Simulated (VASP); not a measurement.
CuI: single point with PBEsol

Crystal: CuI.

```
Cu I
1.0
     3.98538    0.00000    0.00000
     0.00000    3.98538    0.00000
     0.00000    0.00000    6.49869
Cu I
2 2
Direct
  0.00000 0.00000 0.00000
  0.50000 0.50000 0.00000
  0.00000 0.50000 0.26208
  0.50000 0.00000 0.73792
```

This cell differs from its parent crystal: in-plane strain -0.005, then relaxed in part.

```yaml
Program: VASP 6.6.1
Task: single point
Functional: PBEsol
Potentials_or_basis: VASP PAW PBE potentials, release 64 (Cu, I)
Cutoff: 520 eV
k_mesh: 6 × 6 × 4
Occupations: gaussian, width 0.01 eV
Spin: no spin polarisation
Dipole_correction: no
Further_INCAR_settings: ALGO = Normal; EDIFF = 1e-06; NBANDS = 26
```

```
Pressure               : 0.4 GPa
Largest force          : 0.023 eV/Å
Band gap on the k mesh : 1.53 eV
```

Forces in eV/Å, atoms in the order of the input:
```
Cu   0.000  0.000  0.000
Cu   0.000  0.000  0.000
I    0.000  0.000  0.023
I    0.000  0.000 -0.023
```

Stress tensor (GPa, compression positive):
```
0.45 0.00 0.00
0.00 0.45 0.00
0.00 0.00 0.15
```

Levels at points of the mesh, in eV from the valence-band top:
```csv
k point,band 15,band 16,band 17,band 18,band 19,band 20,band 21,band 22
"(0.00, 0.00, 0.00)",-1.28,-1.00,0.00,0.00,1.53,3.20,3.35,4.88
"(0.50, 0.00, 0.00)",-1.30,-1.30,-0.50,-0.50,3.71,3.71,4.83,4.83
"(0.50, 0.50, 0.00)",-1.85,-1.85,-1.20,-1.20,2.47,2.47,2.58,2.58
"(0.00, 0.00, 0.50)",-1.43,-1.28,-0.35,-0.35,3.32,3.43,3.49,4.27
"(0.50, 0.00, 0.50)",-0.87,-0.87,-0.47,-0.47,2.12,2.12,5.10,5.10
"(0.50, 0.50, 0.50)",-1.85,-1.85,-1.10,-1.10,3.90,3.90,4.06,4.06
```

Run time: 2.1 min on 1 thread of Intel Xeon 8259CL, on a shared host, peak memory 0.24 GiB.

Caveat: the cell differs from its parent crystal (in-plane strain -0.005, then relaxed in part); the PAW data sets were made with another functional, which shifts forces and pressure a little; spin-orbit coupling is left out, which moves the levels of the heavy elements; this functional lacks dispersion, which binds the layers, so the pressure and a relaxed spacing across them are unreliable.
